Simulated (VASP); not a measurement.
P: single point with PBE

Crystal: P.

```
P
1.0
     0.00000    0.00000    3.30470
     2.30274   -5.97235    0.00000
     6.90823    5.97235    0.00000
P
8
Direct
  0.00000 0.17670 0.49983
  0.00000 0.67670 0.99983
  0.50000 0.66140 0.33826
  0.50000 0.16140 0.83826
  0.00000 0.32330 0.00017
  0.00000 0.82330 0.50017
  0.50000 0.83860 0.16174
  0.50000 0.33860 0.66174
```

- Program: VASP 6.6.1
- Task: single point
- Functional: PBE
- Potentials or basis: VASP PAW PBE potentials, release 64 (P)
- Cutoff: 520 eV
- k mesh: 6 × 4 × 4
- Occupations: gaussian, width 0.2 eV
- Spin: no spin polarisation
- Dipole correction: no
- Further INCAR settings: ALGO = Normal; EDIFF = 1e-06; NBANDS = 30

```json
{"Pressure": "-0.3 GPa", "Largest force": "0.058 eV/Å", "Band gap on the k mesh": "zero (bands 20 and 21 overlap by 0.11 eV)"}
```

Forces in eV/Å, atoms in the order of the input:
```
P    0.049  0.031  0.000
P    0.049  0.031  0.000
P    0.049 -0.031  0.000
P    0.049 -0.031  0.000
P   -0.049 -0.031  0.000
P   -0.049 -0.031  0.000
P   -0.049  0.031  0.000
P   -0.049  0.031  0.000
```

Stress tensor (GPa, compression positive):
```
-0.49  0.00  0.00
 0.00 -0.26  0.00
 0.00  0.00 -0.07
```

Levels at points of the mesh, in eV from the Fermi level:
| k point | band 18 | band 19 | band 20 | band 21 | band 22 | band 23 |
| --- | --- | --- | --- | --- | --- | --- |
| (0.00, 0.00, 0.00) | -1.57 | -1.32 | 0.04 | 1.32 | 1.59 | 1.73 |
| (0.50, 0.00, 0.00) | -2.44 | -1.42 | -1.40 | 1.07 | 1.07 | 1.55 |
| (0.00, 0.50, 0.00) | -1.98 | -0.76 | -0.76 | 1.41 | 1.41 | 1.72 |
| (0.50, 0.50, 0.00) | -1.48 | -1.43 | -1.43 | 1.17 | 1.17 | 1.46 |
| (0.00, 0.00, 0.50) | -1.39 | -1.06 | -1.06 | 1.59 | 1.59 | 1.91 |
| (0.50, 0.00, 0.50) | -1.74 | -1.74 | -1.74 | 1.47 | 1.47 | 1.63 |
| (0.00, 0.50, 0.50) | -1.47 | -1.32 | -0.58 | -0.07 | 1.47 | 1.73 |
| (0.50, 0.50, 0.50) | -1.99 | -1.42 | -1.40 | 0.86 | 0.86 | 1.55 |

It took 5.3 min on 1 thread of Intel Xeon 8259CL, with other jobs on the host, peak memory 0.37 GiB.
